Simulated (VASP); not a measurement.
# BaTiO3 (P1) in VASP: further runs

BaTiO3 is run at these levels: LDA+U; tasks: single point.

All numbers are computed with VASP 6.6.1; they aren't measurements. Logs are shortened: lines on timing, memory, paths and dates and some standing lists are left out, and cuts for length are marked.

**1. The cell of the first run**

The typed cell holds 5 atoms: a = 3.709 Å, b = 4.185 Å, c = 3.896 Å, α = 89.29°, β = 84.41°, γ = 90.46°.

**2. Single point, LDA+U**

INCAR

```
  ALGO = Normal
  EDIFF = 1E-6
  ENCUT = 600
  GGA = CA
  GGA_COMPAT = False
  ISIF = 2
  ISMEAR = -1
  LASPH = True
  LCHARG = True
  LDAU = True
  LDAUJ = 0 0 0
  LDAUL = -1 2 -1
  LDAUPRINT = 1
  LDAUTYPE = 2
  LDAUU = 0 1 0
  LELF = True
  LMAXMIX = 4
  LREAL = False
  LVHAR = True
  LWAVE = False
  NBANDS = 28
  NELM = 200
  PREC = Accurate
  SIGMA = 0.05
```

KPOINTS

```
k-points
0
Gamma
  7 7 7
```

POSCAR

```
BaTiO3
1.0
    3.7045201400     -0.0164086700      0.1850707500
   -0.0164086700      4.1845119100      0.0252851300
    0.1859128600      0.0254001800      3.8917432000
Ba Ti O
1 1 3
Direct
    0.0079135000      0.8826144600      0.9595903500
    0.5057494400      0.4221216700      0.5978274100
    0.4583818900      0.7889325800      0.9816514100
    0.5577995400      0.8957006400      0.4656881200
    0.9701556400      0.5106306500      0.4952427000
```

Potentials or basis: VASP PAW LDA potentials, release 64 (Ba_sv, Ti_sv, O).

The run is started by

```console
$ cat potpaw_LDA.64/Ba_sv/POTCAR potpaw_LDA.64/Ti_sv/POTCAR potpaw_LDA.64/O/POTCAR > POTCAR
$ mpirun -np 1 vasp_std > vasp.out
```

OUTCAR:

```text
EDIFF = 1E-6
   ENCUT = 600
   GGA = CA
   ISIF = 2
   ISMEAR = -1
   LASPH = True
   LREAL = False
   NELM = 200
   PREC = Accurate

 ion  position               nearest neighbor table
   1  0.008  0.883  0.960-   3 1.73   3 2.07   5 2.41   4 2.46   5 2.58   4 2.66   4 2.67   2 2.95
                             4 2.97   2 3.11   2 3.14   5 3.18   2 3.32   2 3.51   2 3.75   2 3.76
   2  0.506  0.422  0.598-   5 1.77   4 2.04   5 2.10   3 2.15   4 2.27   1 2.95   1 3.11   1 3.14
                             1 3.32   1 3.51   1 3.75   1 3.76
   3  0.458  0.789  0.982-   1 1.73   1 2.07   2 2.15
   4  0.558  0.896  0.466-   2 2.04   2 2.27   1 2.46   1 2.66   1 2.67   1 2.97
   5  0.970  0.511  0.495-   2 1.77   2 2.10   1 2.41   1 2.58   1 3.18

  LATTYP: Found a triclinic cell.
 ALAT       =     5.6141407511
 B/A-ratio  =     0.7453714930
 C/A-ratio  =     1.5512649912
 COS(alpha) =     0.0013142915
 COS(beta)  =     0.5925599415
 COS(gamma) =     0.7506823826

  Lattice vectors:

 A1 = (  -3.7209288100,   4.2009205800,  -0.1597856200)
 A2 = (  -0.0164086700,   4.1845119100,   0.0252851300)
 A3 = (  -7.5949531400,   0.0074171600,  -4.2618847000)

Analysis of symmetry for initial positions (statically):
=====================================================================
 Subroutine PRICEL returns:
 Original cell was already a primitive cell.

 Routine SETGRP: Setting up the symmetry group for a
 triclinic supercell.

 Subroutine GETGRP returns: Found  1 space group operations
 (whereof  1 operations were pure point group operations)
 out of a pool of  2 trial point group operations.

The static configuration has the point symmetry C_1 .

Analysis of symmetry for dynamics (positions and initial velocities):
=====================================================================
 Subroutine PRICEL returns:
 Original cell was already a primitive cell.

 Routine SETGRP: Setting up the symmetry group for a
 triclinic supercell.

 Subroutine GETGRP returns: Found  1 space group operations
 (whereof  1 operations were pure point group operations)
 out of a pool of  2 trial point group operations.

The dynamic configuration has the point symmetry C_1 .

 Subroutine INISYM returns: Found  1 space group operations
 (whereof  1 operations are pure point group operations),
 and found     1 'primitive' translations

----------------------------------------------------------------------------------------

                                     Primitive cell

  volume of cell :      60.1807

  direct lattice vectors                    reciprocal lattice vectors
     3.704520140 -0.016408670  0.185070750     0.270591694  0.001139221 -0.012933899
    -0.016408670  4.184511910  0.025285130     0.001139221  0.238990719 -0.001614239
     0.185912860  0.025400180  3.891743200    -0.012875313 -0.001606927  0.257579817

  length of vectors
     3.709176444  4.184620473  3.896264095     0.270903024  0.238998886  0.257906414

  position of ions in fractional coordinates (direct lattice)
     0.007913500  0.882614460  0.959590350
     0.505749440  0.422121670  0.597827410
     0.458381890  0.788932580  0.981651410
     0.557799540  0.895700640  0.465688120
     0.970155640  0.510630650  0.495242700

  ion indices of the primitive-cell ions
   primitive index   ion index
                 1           1
                 2           2
                 3           3
                 4           4
                 5           5

----------------------------------------------------------------------------------------
[... 59 lines left out ...]
   NGXF,Y,Z  is equivalent  to a cutoff of  26.89, 28.60, 27.31 a.u.
 SYSTEM =  unknown system
   PREC   = accura    normal or accurate (medium, high low for compatibility)
   ISTART =      0    job   : 0-new  1-cont  2-samecut
   ICHARG =      2    charge: 1-file 2-atom 10-const
   ISPIN  =      1    spin polarized calculation?
   LNONCOLLINEAR =      F non collinear calculations
   LSORBIT =      F    spin-orbit coupling
   LASPH  =      T    aspherical Exc in radial PAW
   ENCUT  =  600.0 eV  44.10 Ry    6.64 a.u.   7.41  8.36  7.78*2*pi/ulx,y,z
   NELM   =    200;   NELMIN=  2; NELMDL= -5     # of ELM steps
   EDIFF  = 0.1E-05   stopping-criterion for ELM
   LREAL  =      F    real-space projection
   EDIFFG = 0.1E-04   stopping-criterion for IOM
   NSW    =      0    number of steps for IOM
   IBRION =     -1    ionic relax: 0-MD 1-quasi-New 2-CG
   NFREE  =      0    steps in history (QN), initial steepest desc. (CG)
   ISIF   =      2    stress and relaxation
   ISYM   =      2    0-nonsym 1-usesym 2-fastsym
   POTIM  = 0.5000    time-step for ionic-motion
   TEBEG  =    0.0;   TEEND  =   0.0 temperature during run
   PSTRESS=    0.0 pullay stress
   NELECT =      40.0000    total number of electrons
   NUPDOWN=      -1.0000    fix difference up-down
   EMIN   =  10.00;   EMAX   =-10.00  energy-range for DOS
   EFERMI =   0.00;   METHOD = LEGACY
   ISMEAR =    -1;   SIGMA  =   0.05  broadening in eV -4-tet -1-fermi 0-gaus
   EFERMI_NEDOS =   21; number of points for ismear=-14 and -15
   IALGO  =     38    algorithm
   IMIX   =      4    mixing-type and parameters
     AMIX     =   0.40;   BMIX     =  1.00
     AMIX_MAG =   1.60;   BMIX_MAG =  1.00
  volume/ion in A,a.u.               =      12.04        81.22
  Fermi-wavevector in a.u.,A,eV,Ry     =   1.428704  2.699860 27.772159  2.041196
  Thomas-Fermi vector in A             =   2.548737
   LORBIT       =      0    0 simple, 1 ext, 2 COOP (PROOUT), +10 PAW based schemes
 LDA+U is selected, type is set to LDAUTYPE =  2
   angular momentum for each species LDAUL =    -1    2   -1
   U (eV)           for each species LDAUU =   0.0  1.0  0.0
   J (eV)           for each species LDAUJ =   0.0  0.0  0.0
   GGA     = CA    functional components
   LHFCALC =     F    Hartree Fock is set to
   AEXX    =    0.0000 exact exchange contribution
   IVDW    =     0    specifies the selected vdW correction
   LEPSILON=     F    determine dielectric tensor
   LRPA    =     F    only Hartree local field effects (RPA)
 non-spin polarized calculation
  energy-cutoff  :      600.00
  volume of cell :       60.18
 maximum number of plane-waves:      2021
 NGX is ok and might be reduce to    30
   NGX = 15   NGY = 17   NGZ = 15

atom =   2  type =  2  l = 2

 onsite density matrix

spin component  1

  0.1523 -0.0130  0.0034  0.0147  0.0219
 -0.0130  0.1799 -0.0043  0.0010  0.0094
  0.0034 -0.0043  0.2241  0.0261 -0.0213
  0.0147  0.0010  0.0261  0.1810 -0.0195
  0.0219  0.0094 -0.0213 -0.0195  0.2433

spin component  2

  0.1523 -0.0130  0.0034  0.0147  0.0219
 -0.0130  0.1799 -0.0043  0.0010  0.0094
  0.0034 -0.0043  0.2241  0.0261 -0.0213
  0.0147  0.0010  0.0261  0.1810 -0.0195
  0.0219  0.0094 -0.0213 -0.0195  0.2433

 occupancies and eigenvectors

  o =  0.1341  v =  0.8302  0.3007  0.0359 -0.3925 -0.2552  0.0000  0.0000  0.0000  0.0000  0.0000      0.0000  0.0000  0.0000  0.0000  0.0000  0.0000  0.0000  0.0000  0.0000  0.0000
  o =  0.1341  v =  0.0000  0.0000  0.0000  0.0000  0.0000  0.8302  0.3007  0.0359 -0.3925 -0.2552      0.0000  0.0000  0.0000  0.0000  0.0000  0.0000  0.0000  0.0000  0.0000  0.0000
  o =  0.1737  v = -0.3015 -0.2489  0.4335 -0.8112  0.0345  0.0000  0.0000  0.0000  0.0000  0.0000      0.0000  0.0000  0.0000  0.0000  0.0000  0.0000  0.0000  0.0000  0.0000  0.0000
  o =  0.1737  v =  0.0000  0.0000  0.0000  0.0000  0.0000 -0.3015 -0.2489  0.4335 -0.8112  0.0345      0.0000  0.0000  0.0000  0.0000  0.0000  0.0000  0.0000  0.0000  0.0000  0.0000
  o =  0.1844  v =  0.3530 -0.9156 -0.1823  0.0508 -0.0342  0.0000  0.0000  0.0000  0.0000  0.0000      0.0000  0.0000  0.0000  0.0000  0.0000  0.0000  0.0000  0.0000  0.0000  0.0000
  o =  0.1844  v =  0.0000  0.0000  0.0000  0.0000  0.0000  0.3530 -0.9156 -0.1823  0.0508 -0.0342      0.0000  0.0000  0.0000  0.0000  0.0000  0.0000  0.0000  0.0000  0.0000  0.0000
  o =  0.2189  v = -0.2987  0.0286 -0.6949 -0.2939 -0.5837  0.0000  0.0000  0.0000  0.0000  0.0000      0.0000  0.0000  0.0000  0.0000  0.0000  0.0000  0.0000  0.0000  0.0000  0.0000
  o =  0.2189  v =  0.0000  0.0000  0.0000  0.0000  0.0000 -0.2987  0.0286 -0.6949 -0.2939 -0.5837      0.0000  0.0000  0.0000  0.0000  0.0000  0.0000  0.0000  0.0000  0.0000  0.0000
  o =  0.2696  v =  0.0000  0.0000  0.0000  0.0000  0.0000 -0.0779 -0.0919  0.5428  0.3146 -0.7693      0.0000  0.0000  0.0000  0.0000  0.0000  0.0000  0.0000  0.0000  0.0000  0.0000
  o =  0.2696  v = -0.0779 -0.0919  0.5428  0.3146 -0.7693  0.0000  0.0000  0.0000  0.0000  0.0000      0.0000  0.0000  0.0000  0.0000  0.0000  0.0000  0.0000  0.0000  0.0000  0.0000

 number of electron      40.0000006 magnetization

 Free energy of the ion-electron system (eV)
  ---------------------------------------------------
  ext. energy  EPLUGINS =         0.00000000
  ---------------------------------------------------
  free energy    TOTEN  =       -29.19362621 eV

  energy without entropy =      -29.17498604  energy(sigma->0) =      -29.18430613

 E-fermi :   6.3546     XC(G=0): -11.8975

 val. band max:        6.3512238159   @ k =   0.1429   0.2857   0.1429
 cond. band min:       6.3558987219   @ k =  -0.2857   0.1429   0.1429
 fundamental gap:      0.0046749060
 Fermi energy:         6.3546025077

 k-point     1 :       0.0000    0.0000    0.0000
  band No.  band energies     occupation
      1     -51.2570      2.00000
      2     -28.1694      2.00000
      3     -27.8622      2.00000
      4     -27.8274      2.00000
      5     -22.1501      2.00000
      6     -13.1852      2.00000
[... 733 lines left out ...]
     27      12.8390      0.00000
     28      13.3213      0.00000

 [... further k-points ...]

------------------------ aborting loop because EDIFF is reached ----------------------------------------

  FORCE on cell =-STRESS in cart. coord.  units (eV):
  Direction    XX          YY          ZZ          XY          YZ          ZX
  --------------------------------------------------------------------------------------
  -------------------------------------------------------------------------------------
  Total       50.3833935      1.3557375     15.9052706     -5.6510402     -0.7081799      1.0010313
  in kB     1341.3453356     36.0934823    423.4423098   -150.4463245    -18.8537086     26.6502217
  external PRESSURE =     600.2937093 kB  Pullay stress =       0.0000000 kB

 VOLUME and BASIS-vectors are now :
 -----------------------------------------------------------------------------
  energy-cutoff  :      600.00
  volume of cell :       60.18
      direct lattice vectors                 reciprocal lattice vectors
     3.704520140 -0.016408670  0.185070750     0.270591694  0.001139221 -0.012933899
    -0.016408670  4.184511910  0.025285130     0.001139221  0.238990719 -0.001614239
     0.185912860  0.025400180  3.891743200    -0.012875313 -0.001606927  0.257579817

 POSITION                                       TOTAL-FORCE (eV/Angst)
 -----------------------------------------------------------------------------------
      0.19323      3.71755      3.75826       -12.617648      8.846198      0.085231
      1.97778      1.77326      2.43086        -0.739828      0.106905     -2.043357
      1.86764      3.31871      3.92512        11.650753     -9.473580      0.844017
      2.13826      3.75075      1.93822        -1.157028      4.214150      0.752889
      3.67765      2.13340      2.11982         2.863751     -3.693673      0.361220
 -----------------------------------------------------------------------------------
    total drift:                                0.000790      0.001284     -0.000761

  FREE ENERGIE OF THE ION-ELECTRON SYSTEM (eV)
  ---------------------------------------------------
  free  energy   TOTEN  =       -29.1936262130 eV

  energy  without entropy=      -29.1749860412  energy(sigma->0) =      -29.18430613
```

It took 6 min on 1 thread of Intel Xeon Platinum 8259CL at 2.50GHz (Skylake/Cascade Lake), shared host; peak memory 0.43 GiB.

Results:

```yaml
Free_energy: -29.1936 eV
Pressure: 60.0 GPa
Largest_force: 15.410 eV/Å
Band_gap_on_the_k_mesh: zero (bands 20 and 21 overlap by 0.11 eV)
```

Forces on the atoms (eV/Å):
```
Ba  -12.618   8.846   0.085
Ti   -0.740   0.107  -2.043
O    11.651  -9.474   0.844
O    -1.157   4.214   0.753
O     2.864  -3.694   0.361
```

Levels at points of the mesh, in eV from the Fermi level:
```tsv
k point	band 16	band 17	band 18	band 19	band 20	band 21	band 22	band 23	band 24	band 25
(0.00, 0.00, 0.00)	-4.21	-3.08	-2.25	-0.86	-0.72	0.12	0.98	1.96	2.15	2.47
```

Eigenvalues of the final occupation matrices:
```csv
site,spin,trace,eigenvalues
site 2 d,1,0.98,0.13 0.17 0.18 0.22 0.27
site 2 d,2,0.98,0.13 0.17 0.18 0.22 0.27
```

Caveat: the stress differs along the axes, from 4 to 134 GPa; spin-orbit coupling is left out, which moves the levels of the heavy elements; U without spin polarisation on a metal has little footing; forces of over 1 eV/Å act on the atoms, so gaps and moduli don't describe the material at rest.

**3. Single point, LDA+U**

INCAR

```
SYSTEM = BaTiO3
ALGO = Normal
EDIFF = 1E-6
ENCUT = 600
GGA = CA
GGA_COMPAT = .False.
ISIF = 2
ISMEAR = -1
LASPH = .True.
LCHARG = .False.
LDAU = .True.
LDAUJ = 0 0 0
LDAUL = -1 2 -1
LDAUPRINT = 1
LDAUTYPE = 2
LDAUU = 0 6 0
LMAXMIX = 4
LREAL = .False.
LWAVE = .False.
NBANDS = 28
NELM = 200
PREC = Accurate
SIGMA = 0.05
```

KPOINTS

```
k-points
0
Gamma
  7 7 7
  0 0 0
```

POSCAR is that of step 2.

Potentials or basis: VASP PAW LDA potentials, release 64 (Ba_sv, Ti_sv, O).

The run is started by

```console
$ cat potpaw_LDA.64/Ba_sv/POTCAR potpaw_LDA.64/Ti_sv/POTCAR potpaw_LDA.64/O/POTCAR > POTCAR
$ mpirun -np 1 vasp_std > vasp.out
```

Run time: 3.4 min. Hardware: 1 thread of Oxide Virtual Turin-like, shared host; peak memory 0.39 GiB.

It converged, with:

```
Free energy            : -25.4811 eV
Pressure               : 64.9 GPa
Largest force          : 15.377 eV/Å
Band gap on the k mesh : zero (bands 20 and 21 overlap by 0.17 eV)
```

Forces in eV/Å, atoms in the order of the input:
```
Ba  -12.518   8.927   0.241
Ti   -1.555  -0.589  -2.071
O    11.382  -9.394   0.942
O    -1.096   4.582   0.718
O     3.787  -3.527   0.171
```

Stress tensor (GPa, compression positive):
```
141.22 -14.06   1.72
-14.06   7.68  -1.57
  1.72  -1.57  45.69
```

Levels at points of the mesh, in eV from the Fermi level:
| k point | band 18 | band 19 | band 20 | band 21 | band 22 | band 23 |
| --- | --- | --- | --- | --- | --- | --- |
| (0.00, 0.00, 0.00) | -2.28 | -0.99 | -0.72 | 0.32 | 1.04 | 2.11 |

Eigenvalues of the final occupation matrices:
| site | spin | trace | eigenvalues |
| --- | --- | --- | --- |
| site 2 d | 1 | 0.88 | 0.10 0.13 0.16 0.21 0.28 |
| site 2 d | 2 | 0.88 | 0.10 0.13 0.16 0.21 0.28 |

Caveat: the stress differs along the axes, from 8 to 141 GPa; spin-orbit coupling is left out, which moves the levels of the heavy elements; U without spin polarisation on a metal has little footing; forces of over 1 eV/Å act on the atoms, so gaps and moduli don't describe the material at rest.

The gap in the log of VASP goes by the Fermi energy; the results here count the filled bands.